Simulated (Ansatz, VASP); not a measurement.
**One calculation of SrO, two programs**

File POSCAR:

```
SrO
1.0
   -0.0502219040      2.5296704226      2.5296704226
    2.5296704226     -0.0502219040      2.5296704226
    2.5296704226      2.5296704226     -0.0502219040
Sr O
1 1
Direct
    0.0000000000      0.0000000000      0.0000000000
    0.5000000000      0.5000000000      0.5000000000
```

INCAR.step1

```
SYSTEM = SrO
PREC = Accurate ; ENCUT = 520
ISMEAR = 0 ; SIGMA = 0.01
LREAL = .False. ; LASPH = .True.
NELM = 80 ; NBANDS = 15
GGA = PE ; ALGO = Normal
EDIFF = 1E-4 ; LWAVE = .True.
LCHARG = .False.
```

INCAR.step2

```
SYSTEM = SrO
PREC = Accurate ; ENCUT = 520
EDIFF = 1E-7 ; ISMEAR = 0
SIGMA = 0.01 ; LREAL = .False.
LASPH = .True. ; NELM = 80
ALGO = Normal ; ISIF = 2
LWAVE = .False. ; LCHARG = .False.
METAGGA = R2SCAN ; LMIXTAU = .True.
NBANDS = 15 ; ISTART = 1
```

File KPOINTS:

```
Automatic mesh
0
Gamma
  8 8 8
  0 0 0
```

Input for Ansatz:

```yaml
crystal:
  lattice:
    - [-0.050221904, 2.5296704226, 2.5296704226]
    - [2.5296704226, -0.050221904, 2.5296704226]
    - [2.5296704226, 2.5296704226, -0.050221904]
  atoms:
    - { symbol: Sr, position: [0.0, 0.0, 0.0] }
    - { symbol: O, position: [0.5, 0.5, 0.5] }
kpoints:
  mp_grid: { grid: [8, 8, 8] }
  band_path:
    path:
      - [0.0, 0.0, 0.0]
      - [0.5, 0.0, 0.5]
      - [0.625, 0.25, 0.625]
      - [0.375, 0.375, 0.75]
      - [0.5, 0.5, 0.5]
      - [0.5, 0.25, 0.75]
      - [0.0, 0.5, 0.5]
    npoints: 1
hamiltonian:
  xc: r2scan
scf:
  occupations: { method: fixed }
  n_extra_bands: 4
output:
  forces: true
  stress: true
  eigenvalues: true
```

Change from the starting cell: shear_111 strain -2.9%.

Alike in both runs: task single point; functional r2SCAN; k mesh 8 × 8 × 8; no spin polarisation.

|  | VASP | Ansatz |
| --- | --- | --- |
| version | VASP 6.6.1 | Ansatz 0.2.0 |
| potentials or method | VASP PAW PBE potentials, release 64 (Sr_sv, O) | plane waves, PAW |
| plane-wave cutoff (eV) | 520 | 500 |
| occupations | gaussian, width 0.01 eV | fixed |
| valence electrons in the cell | 16 | 16 |

|  | VASP | Ansatz | Ansatz less VASP |
| --- | --- | --- | --- |
| gap on the k mesh at the Fermi level (eV) | 3.69 | 3.74 | +0.055 |
| pressure (GPa) | 3.5 | 2.9 | -0.60 |
| traceless stress, the component that is largest in VASP (GPa) | 1.02 | 1.02 | +0.001 |

VASP's potentials were made for PBE, not for r2SCAN.
